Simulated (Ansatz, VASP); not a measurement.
## V2Ir in VASP and in Ansatz

File INCAR:

```
  PREC = Accurate
  ENCUT = 600
  EDIFF = 1E-7
  ISMEAR = 0
  SIGMA = 0.1
  LREAL = F
  LASPH = T
  NELM = 60
  ALGO = Fast
  ISIF = 3
  LWAVE = F
  LCHARG = F
  GGA = PE
  IBRION = 2
  NSW = 100
  EDIFFG = -0.01
```

KPOINTS

```
Automatic mesh
0
Gamma
  10 10 10
```

File POSCAR:

```
V2Ir
1.0
    0.0000000000      3.4072559389      3.4072559389
    3.4072559389      0.0000000000      3.4072559389
    3.4072559389      3.4072559389      0.0000000000
V Ir
4 2
Direct
    0.6250000000      0.6250000000      0.6250000000
    0.1250000000      0.6250000000      0.6250000000
    0.6250000000      0.6250000000      0.1250000000
    0.6250000000      0.1250000000      0.6250000000
    0.0000000000      0.0000000000      0.0000000000
    0.2500000000      0.2500000000      0.2500000000
```

Input for Ansatz:

```yaml
crystal:
  lattice:
    - [0.0, 3.4072559389, 3.4072559389]
    - [3.4072559389, 0.0, 3.4072559389]
    - [3.4072559389, 3.4072559389, 0.0]
  atoms:
    - { symbol: V, position: [0.625, 0.625, 0.625] }
    - { symbol: V, position: [0.125, 0.625, 0.625] }
    - { symbol: V, position: [0.625, 0.625, 0.125] }
    - { symbol: V, position: [0.625, 0.125, 0.625] }
    - { symbol: Ir, position: [0.0, 0.0, 0.0] }
    - { symbol: Ir, position: [0.25, 0.25, 0.25] }
basis:
  ecutwfc: 420
kpoints:
  mp_grid: { grid: [10, 10, 10] }
hamiltonian:
  xc: pbe
scf:
  occupations: { method: gaussian, width: 0.1 }
output:
  forces: true
  stress: true
  eigenvalues: true
relax:
  adjacent_minimum: "off"
  f_tol: 0.01
  max_steps: 80
  cell: { stress_tol: 0.05 }
```

Alike in both runs: task relaxation of cell and atoms; functional PBE; k mesh 10 × 10 × 10; occupations gaussian, width 0.1 eV; no spin polarisation.

```csv
,VASP,Ansatz
version,VASP 6.6.1,Ansatz 0.2.0
potentials or method,"VASP PAW PBE potentials, release 64 (V_sv, Ir), cutoff 600 eV","scalar-relativistic, plane waves, PAW"
valence electrons in the cell,70,86
```

VASP gave:

```
gap on the k mesh at the Fermi level, each at its own relaxed structure (eV)  : none
relaxed volume (Å³/atom)                                                      : 13.40
relaxed length of the cell vector where the two differ most in proportion (Å) : 4.845
```

Q: Which values does Ansatz return?

A: gap on the k mesh at the Fermi level, each at its own relaxed structure (eV): none; relaxed volume (Å³/atom): 13.38; relaxed length of the cell vector where the two differ most in proportion (Å): 4.842.

A gap of «none» marks a metal or a gap that the smearing closes. VASP's potentials hold 70 valence electrons a cell and Ansatz's 86, so a difference there can come from the potentials and not from the codes.

Neither program's run includes spin-orbit coupling.
